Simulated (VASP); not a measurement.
# Mg (P6_3/mmc) in VASP: a series of runs, part 2 of 2

VASP 6.6.1. Earlier steps stand in the parts before.

**4. Single point, revPBE**

This run uses another cell than the first one, of 22.31 Å³/atom, 1.021 times its volume.

INCAR reads:

```
  PREC = Accurate
  ENCUT = 520
  EDIFF = 1E-7
  ISMEAR = -1
  SIGMA = 0.05
  LREAL = F
  LASPH = T
  NELM = 60
  ALGO = Normal
  ISIF = 2
  LWAVE = F
  LCHARG = F
  GGA = RE
  NBANDS = 9
```

KPOINTS reads:

```
Automatic mesh
0
Gamma
  10 10 5
```

POSCAR reads:

```
Mg
1.0
    3.1659257641      0.0000000000      0.0000000000
   -1.5829628820      2.7417721382      0.0000000000
    0.0000000000      0.0000000000      5.1398819084
Mg
2
Direct
    0.6666666667      0.3333333333      0.7500000000
    0.3333333333      0.6666666667      0.2500000000
```

Potentials or basis: VASP PAW PBE potentials, release 64 (Mg).

Started as:

```sh
$ cat potpaw_PBE.64/Mg/POTCAR > POTCAR
$ mpirun -np 1 vasp_std > vasp.out
```

OUTCAR:

```text
PREC = Accurate
   ENCUT = 520
   EDIFF = 1E-7
   ISMEAR = -1
   LREAL = F
   LASPH = T
   NELM = 60
   ISIF = 2
   GGA = RE

 ion  position               nearest neighbor table
   1  0.667  0.333  0.750-   2 3.15   2 3.15   2 3.15   2 3.15   2 3.15   2 3.15
   2  0.333  0.667  0.250-   1 3.15   1 3.15   1 3.15   1 3.15   1 3.15   1 3.15

  LATTYP: Found a hexagonal cell.
 ALAT       =     3.1659257641
 C/A-ratio  =     1.6235004518

  Lattice vectors:

 A1 = (   3.1659257641,   0.0000000000,   0.0000000000)
 A2 = (  -1.5829628820,   2.7417721382,   0.0000000000)
 A3 = (   0.0000000000,   0.0000000000,   5.1398819084)

Analysis of symmetry for initial positions (statically):
=====================================================================
 Subroutine PRICEL returns:
 Original cell was already a primitive cell.

 Routine SETGRP: Setting up the symmetry group for a
 hexagonal supercell.

 Subroutine GETGRP returns: Found 24 space group operations
 (whereof 12 operations were pure point group operations)
 out of a pool of 24 trial point group operations.

The static configuration has the point symmetry D_3d.
[... 168 lines left out ...]
 Fermi energy:         2.9031691945

 k-point     1 :       0.0000    0.0000    0.0000
  band No.  band energies     occupation
      1      -4.1818      2.00000
      2       1.1221      2.00000
      3       1.6574      2.00000
      4      13.9925      0.00000
      5      13.9925      0.00000
      6      14.1971      0.00000
      7      14.1971      0.00000
      8      14.8697      0.00000
      9      16.5930      0.00000
[... 265 lines left out ...]
 k-point    24 :       0.4000    0.1000    0.2000
  band No.  band energies     occupation
      1       0.1534      2.00000
      2       1.9873      2.00000
      3       3.4980      0.00001
      4       5.2586      0.00000
      5       7.2199      0.00000
      6       8.3035      0.00000
      7       9.8846      0.00000
      8      11.1094      0.00000
      9      13.7132      0.00000

 [... further k-points ...]

------------------------ aborting loop because EDIFF is reached ----------------------------------------

  FORCE on cell =-STRESS in cart. coord.  units (eV):
  Direction    XX          YY          ZZ          XY          YZ          ZX
  --------------------------------------------------------------------------------------
  -------------------------------------------------------------------------------------
  Total        0.4531569      0.4531569      0.7365456      0.0000000      0.0000000     -0.0000000
  in kB       16.2732373     16.2732373     26.4499601      0.0000000      0.0000000     -0.0000000
  external PRESSURE =      19.6654782 kB  Pullay stress =       0.0000000 kB

 VOLUME and BASIS-vectors are now :
 -----------------------------------------------------------------------------
  energy-cutoff  :      520.00
  volume of cell :       44.62
      direct lattice vectors                 reciprocal lattice vectors
     3.165925764  0.000000000  0.000000000     0.315863376  0.182363805  0.000000000
    -1.582962882  2.741772138  0.000000000     0.000000000  0.364727610  0.000000000
     0.000000000  0.000000000  5.139881908     0.000000000  0.000000000  0.194556999

 POSITION                                       TOTAL-FORCE (eV/Angst)
 -----------------------------------------------------------------------------------
      1.58296      0.91392      3.85491         0.000000     -0.000000      0.000000
     -0.00000      1.82785      1.28497        -0.000000      0.000000      0.000000
 -----------------------------------------------------------------------------------
    total drift:                                0.000000     -0.000000      0.000000

  FREE ENERGIE OF THE ION-ELECTRON SYSTEM (eV)
  ---------------------------------------------------
  free  energy   TOTEN  =        -2.7022317730 eV

  energy  without entropy=       -2.6912587294  energy(sigma->0) =       -2.69674525
```

It took 5.3 s on 1 thread of Intel Xeon 6975P-C (Granite Rapids), shared host; peak memory 0.15 GiB.

Results:

```
Free energy            : -2.7022 eV
Pressure               : 2.0 GPa
Band gap on the k mesh : zero (band 2 reaches 3.51 eV, above the bottom of band 3 at 1.66 eV)
```

Levels at points of the mesh, in eV from the Fermi level:
```tsv
k point	band 1	band 2	band 3	band 4	band 5
(0.00, 0.00, 0.00)	-7.08	-1.78	-1.25	11.09	11.09
(0.50, 0.00, 0.00)	-2.24	-2.18	2.67	2.98	3.36
```

Caveat: the PAW data sets were made with another functional, which shifts forces and pressure a little.

**5. Single point, revPBE**

This run uses another cell than the first one, of 22.77 Å³/atom, 1.043 times its volume.

INCAR reads:

```
SYSTEM = Mg
PREC = Accurate
ENCUT = 520
EDIFF = 1E-6
ISMEAR = -1
SIGMA = 0.05
LREAL = .False.
LASPH = .True.
NELM = 80
ALGO = Fast
ISIF = 2
LWAVE = .False.
LCHARG = .True.
GGA = RE
LELF = .True.
LVHAR = .True.
NBANDS = 9
```

KPOINTS reads:

```
regular mesh
0
Gamma
  10 10 5
  0 0 0
```

POSCAR reads:

```
Mg
1.0
    3.1877604248      0.0000000000      0.0000000000
   -1.5938802124      2.7606815091      0.0000000000
    0.0000000000      0.0000000000      5.1753304900
Mg
2
Direct
    0.6666666667      0.3333333333      0.7500000000
    0.3333333333      0.6666666667      0.2500000000
```

Started as:

```sh
$ cat potpaw_PBE.64/Mg/POTCAR > POTCAR
$ mpirun -np 1 vasp_std > vasp.out
```

Wall time 5.4 s (1 thread of Intel Xeon 6975P-C (Granite Rapids), shared host); peak memory 0.15 GiB.

The run converged. Its results:

| Item | Value |
| --- | --- |
| Free energy | -2.7112 eV |
| Pressure | 1.1 GPa |
| Band gap on the k mesh | zero (band 2 reaches 3.40 eV, above the bottom of band 3 at 1.55 eV) |

Stress tensor (GPa, compression positive):
```
0.78 0.00 0.00
0.00 0.78 0.00
0.00 0.00 1.82
```

Levels at points of the mesh, in eV from the Fermi level:
| k point | band 1 | band 2 | band 3 | band 4 | band 5 | band 6 | band 7 |
| --- | --- | --- | --- | --- | --- | --- | --- |
| (0.00, 0.00, 0.00) | -6.99 | -1.75 | -1.25 | 10.97 | 10.97 | 11.13 | 11.13 |
| (0.50, 0.00, 0.00) | -2.20 | -2.16 | 2.64 | 2.97 | 3.30 | 3.70 | 6.92 |

Caveat: the PAW data sets were made with another functional, which shifts forces and pressure a little.

**6. Single point, BLYP+D3(BJ)**

This run uses another cell than the first one, of 22.31 Å³/atom, 1.021 times its volume.

INCAR reads:

```
SYSTEM = Mg
PREC = Accurate ; ENCUT = 520
EDIFF = 1E-7 ; ISMEAR = -1
SIGMA = 0.05 ; LREAL = .FALSE.
LASPH = .TRUE. ; NELM = 100
ALGO = Fast ; ISIF = 2
LWAVE = .FALSE. ; LCHARG = .FALSE.
GGA = B5 ; ALDAX = 1.0
AGGAX = 1.0 ; AGGAC = 1.0
ALDAC = 0.0 ; IVDW = 12
VDW_S6 = 1.0 ; VDW_S8 = 2.6996
VDW_A1 = 0.4298 ; VDW_A2 = 4.2359
NBANDS = 9
```

KPOINTS reads:

```
Automatic mesh
0
G
  10 10 5
  0 0 0
```

POSCAR reads:

```
Mg
1.0
    3.1659257641      0.0000000000      0.0000000000
   -1.5829628820      2.7417721382      0.0000000000
    0.0000000000      0.0000000000      5.1398819084
Mg
2
Direct
    0.6666666667      0.3333333333      0.7500000000
    0.3333333333      0.6666666667      0.2500000000
```

Potentials or basis: VASP PAW PBE potentials, release 64 (Mg).

Started as:

```sh
$ cat potpaw_PBE.64/Mg/POTCAR > POTCAR
$ mpirun -np 1 vasp_std > vasp.out
```

It took 11 s on 1 thread of Intel Xeon 6975P-C (Granite Rapids), shared host; peak memory 0.16 GiB.

Results (log left out):

```yaml
Free_energy: -2.8131 eV
Pressure: -2.9 GPa
Band_gap_on_the_k_mesh: zero (band 2 reaches 3.93 eV, above the bottom of band 3 at 1.92 eV)
Dispersion_energy_per_atom: -0.669 eV
```

Stress tensor (GPa, compression positive):
```
-3.34  0.00  0.00
 0.00 -3.34  0.00
 0.00  0.00 -1.98
```

Levels at points of the mesh, in eV from the Fermi level:
| k point | band 1 | band 2 | band 3 | band 4 | band 5 |
| --- | --- | --- | --- | --- | --- |
| (0.00, 0.00, 0.00) | -7.07 | -1.69 | -1.33 | 11.08 | 11.08 |
| (0.50, 0.00, 0.00) | -2.23 | -2.15 | 2.68 | 3.12 | 3.30 |

Caveat: the PAW data sets were made with another functional, which shifts forces and pressure a little; pairwise dispersion overbinds metals, which lowers pressure and volume.

**7. Summary**

| level | cell | gap on the mesh (eV) | pressure (GPa) |
| --- | --- | --- | --- |
| BLYP+D3(BJ) | a = 3.144, b = 3.144, c = 5.104 Å, angles 90.0, 90.0, 120.0°, 2 atoms | none | -2.3 |
| SVWN5 | a = 3.144, b = 3.144, c = 5.104 Å, angles 90.0, 90.0, 120.0°, 2 atoms | none | -0.3 |
| revPBE | a = 3.166, b = 3.166, c = 5.140 Å, angles 90.0, 90.0, 120.0°, 2 atoms | none | 2.0 |
| revPBE | a = 3.188, b = 3.188, c = 5.175 Å, angles 90.0, 90.0, 120.0°, 2 atoms | none | 1.1 |
| BLYP+D3(BJ) | a = 3.166, b = 3.166, c = 5.140 Å, angles 90.0, 90.0, 120.0°, 2 atoms | none | -2.9 |

Alike in all rows: task single point; potentials or basis VASP PAW PBE potentials, release 64 (Mg); no spin polarisation; k mesh 10 × 10 × 5; cutoff (eV) 520; smearing fermi-dirac 0.05 eV.

Caveats: the PAW data sets were made with another functional, which shifts forces and pressure a little; pairwise dispersion overbinds metals, which lowers pressure and volume (some runs).

Absolute energies hang on the potentials; compare differences alone.
